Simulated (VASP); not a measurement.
# NbTe (P-6m2) in VASP: further runs, part 2 of 2

VASP 6.6.1. Earlier steps stand in the parts before.

**5. Single point, PBE**

This run uses another cell than the first one, of 21.93 Å³/atom.

The input, INCAR:

```
ALGO = Normal
EDIFF = 1E-6
ENCUT = 520
GGA = PE
ISIF = 2
ISMEAR = 0
LASPH = True
LCHARG = False
LREAL = False
LWAVE = False
NBANDS = 16
NELM = 60
PREC = Accurate
SIGMA = 0.1
```

The input, KPOINTS:

```
k-points
0
Gamma
  9 9 8
```

The input, POSCAR:

```
NbTe
1.0
    3.7029740000      0.0000000000      0.0000000000
   -1.8514870000      3.2068700000      0.0000000000
    0.0000000000      0.0000000000      3.6942110000
Nb Te
1 1
Direct
    0.0000000000      0.0000000000      0.5000000000
    0.6666666667      0.3333333333      0.0000000000
```

Potentials or basis: VASP PAW PBE potentials, release 64 (Nb_sv, Te).

On the command line:

```console
> cat potpaw_PBE.64/Nb_sv/POTCAR potpaw_PBE.64/Te/POTCAR > POTCAR
> mpirun -np 1 vasp_std > vasp.out
```

OUTCAR:

```text
EDIFF = 1E-6
   ENCUT = 520
   GGA = PE
   ISIF = 2
   ISMEAR = 0
   LASPH = True
   LREAL = False
   NELM = 60
   PREC = Accurate

 ion  position               nearest neighbor table
   1  0.000  0.000  0.500-   2 2.83   2 2.83   2 2.83   2 2.83   2 2.83   2 2.83
   2  0.667  0.333  0.000-   1 2.83   1 2.83   1 2.83   1 2.83   1 2.83   1 2.83

  LATTYP: Found a hexagonal cell.
 ALAT       =     3.7029740000
 C/A-ratio  =     0.9976335238

  Lattice vectors:

 A1 = (   3.7029740000,   0.0000000000,   0.0000000000)
 A2 = (  -1.8514870000,   3.2068700000,   0.0000000000)
 A3 = (   0.0000000000,   0.0000000000,   3.6942110000)

Analysis of symmetry for initial positions (statically):
=====================================================================
 Subroutine PRICEL returns:
 Original cell was already a primitive cell.

 Routine SETGRP: Setting up the symmetry group for a
 hexagonal supercell.

 Subroutine GETGRP returns: Found 12 space group operations
 (whereof 12 operations were pure point group operations)
 out of a pool of 24 trial point group operations.

The static configuration has the point symmetry D_3h.

[... 161 lines left out ...]
 E-fermi :  10.9991     XC(G=0): -11.2769

 val. band max:       10.9798734467   @ k =   0.3333   0.0000   0.1250
 cond. band min:      11.0110797384   @ k =   0.1111   0.1111   0.0000
 fundamental gap:      0.0312062916
 Fermi energy:        10.9990842620

 k-point     1 :       0.0000    0.0000    0.0000
  band No.  band energies     occupation
      1     -44.5692      2.00000
      2     -20.7494      2.00000
      3     -20.5768      2.00000
      4     -20.5768      2.00000
      5      -3.2093      2.00000
      6       7.8779      2.00000
[... 433 lines left out ...]
      3     -20.6766      2.00000
      4     -20.6565      2.00000
      5      -1.2656      2.00000
      6       4.7704      2.00000
[... 8 lines left out ...]
     15      18.1666      0.00000
     16      18.3632      0.00000

 [... further k-points ...]

------------------------ aborting loop because EDIFF is reached ----------------------------------------

  FORCE on cell =-STRESS in cart. coord.  units (eV):
  Direction    XX          YY          ZZ          XY          YZ          ZX
  --------------------------------------------------------------------------------------
  -------------------------------------------------------------------------------------
  Total       -0.2756607     -0.2756607     -0.0949957      0.0000000     -0.0000000      0.0000000
  in kB      -10.0677328    -10.0677356     -3.4694528      0.0000000     -0.0000000      0.0000000
  external PRESSURE =      -7.8683070 kB  Pullay stress =       0.0000000 kB

 VOLUME and BASIS-vectors are now :
 -----------------------------------------------------------------------------
  energy-cutoff  :      520.00
  volume of cell :       43.87
      direct lattice vectors                 reciprocal lattice vectors
     3.702974000  0.000000000  0.000000000     0.270053206  0.155915269  0.000000000
    -1.851487000  3.206870000  0.000000000     0.000000000  0.311830539  0.000000000
     0.000000000  0.000000000  3.694211000     0.000000000  0.000000000  0.270693796

 POSITION                                       TOTAL-FORCE (eV/Angst)
 -----------------------------------------------------------------------------------
      0.00000      0.00000      1.84711        -0.000000     -0.000000      0.000000
      1.85149      1.06896      0.00000         0.000000      0.000000      0.000000
 -----------------------------------------------------------------------------------
    total drift:                               -0.000000     -0.000007      0.000000

  FREE ENERGIE OF THE ION-ELECTRON SYSTEM (eV)
  ---------------------------------------------------
  free  energy   TOTEN  =       -13.6351642865 eV

  energy  without entropy=      -13.6282677896  energy(sigma->0) =      -13.63171604
```

stdout:

```text
POSCAR found type information on POSCAR NbTe
 POSCAR found :  2 types and       2 ions
 scaLAPACK will be used
 LDA part: xc-table for (Slater+PW92), standard interpolation
 POSCAR, INCAR and KPOINTS ok, starting setup
 FFT: planning ... GRIDC
 FFT: planning ... GRID_SOFT
 FFT: planning ... GRID
 WAVECAR not read
 entering main loop
```

It took 25 s on 1 thread of AMD EPYC 7R13 (Zen 3), shared host; peak memory 0.16 GiB.

Results:

```yaml
Free_energy: -13.6352 eV
Pressure: -0.8 GPa
Band_gap_on_the_k_mesh: zero (an odd number of electrons rules out a gap without spin polarisation)
```

Caveat: spin-orbit coupling is left out, which moves the levels of the heavy elements.

**6. Single point, PBE**

This run uses another cell than the first one, of 22.81 Å³/atom.

The input, INCAR:

```
SYSTEM = NbTe
PREC = Accurate
ENCUT = 520
EDIFF = 1E-6
ISMEAR = 0
SIGMA = 0.1
LREAL = .FALSE.
LASPH = .TRUE.
NELM = 100
ALGO = Normal
ISIF = 2
LWAVE = .FALSE.
LCHARG = .TRUE.
GGA = PE
LELF = .TRUE.
LVHAR = .TRUE.
NBANDS = 16
```

The input, KPOINTS:

```
regular mesh
0
G
  9 9 8
  0 0 0
```

The input, POSCAR:

```
NbTe
1.0
    3.7517029302      0.0000000000      0.0000000000
   -1.8758514651      3.2490704973      0.0000000000
    0.0000000000      0.0000000000      3.7428246143
Nb Te
1 1
Direct
    0.0000000000      0.0000000000      0.5000000000
    0.6666666667      0.3333333333      0.0000000000
```

Potentials or basis: VASP PAW PBE potentials, release 64 (Nb_sv, Te).

On the command line:

```console
> cat potpaw_PBE.64/Nb_sv/POTCAR potpaw_PBE.64/Te/POTCAR > POTCAR
> mpirun -np 1 vasp_std > vasp.out
```

Wall time 26 s (1 thread of AMD EPYC 7R13 (Zen 3), shared host); peak memory 0.16 GiB.

It converged, with:

| Quantity | Value |
| --- | --- |
| Free energy | -13.6030 eV |
| Pressure | -5.0 GPa |
| Band gap on the k mesh | zero (an odd number of electrons rules out a gap without spin polarisation) |

Stress tensor (GPa, compression positive):
```
-4.82  0.00  0.00
 0.00 -4.82  0.00
 0.00  0.00 -5.41
```

Levels at points of the mesh, in eV from the Fermi level:
```tsv
k point	band 7	band 8	band 9	band 10	band 11	band 12
(0.00, 0.00, 0.00)	-3.02	-2.79	-2.31	0.15	0.15	2.32
(0.00, 0.00, 0.50)	-2.51	-2.51	-0.89	-0.89	0.65	1.60
```

Caveat: the cell stands under tension; spin-orbit coupling is left out, which moves the levels of the heavy elements.

**7. Overview**

| cell | gap on the mesh (eV) | pressure (GPa) |
| --- | --- | --- |
| a = 3.549, b = 3.549, c = 3.540 Å, angles 90.0, 90.0, 120.0°, 2 atoms | none | 19.6 |
| a = 3.601, b = 3.601, c = 3.593 Å, angles 90.0, 90.0, 120.0°, 2 atoms | none | 11.2 |
| a = 3.653, b = 3.653, c = 3.644 Å, angles 90.0, 90.0, 120.0°, 2 atoms | none | 4.5 |
| a = 3.703, b = 3.703, c = 3.694 Å, angles 90.0, 90.0, 120.0°, 2 atoms | none | -0.8 |
| a = 3.752, b = 3.752, c = 3.743 Å, angles 90.0, 90.0, 120.0°, 2 atoms | none | -5.0 |

Alike in all rows: task single point; level PBE; potentials or basis VASP PAW PBE potentials, release 64 (Nb_sv, Te); no spin polarisation; k mesh 9 × 9 × 8; cutoff (eV) 520; smearing gaussian 0.1 eV.

Caveats: spin-orbit coupling is left out, which moves the levels of the heavy elements; the cell stands under pressure (at least some runs); the cell stands under tension (at least some runs).

Total energies depend on the potentials used, so only differences within one code and one set of settings carry meaning.
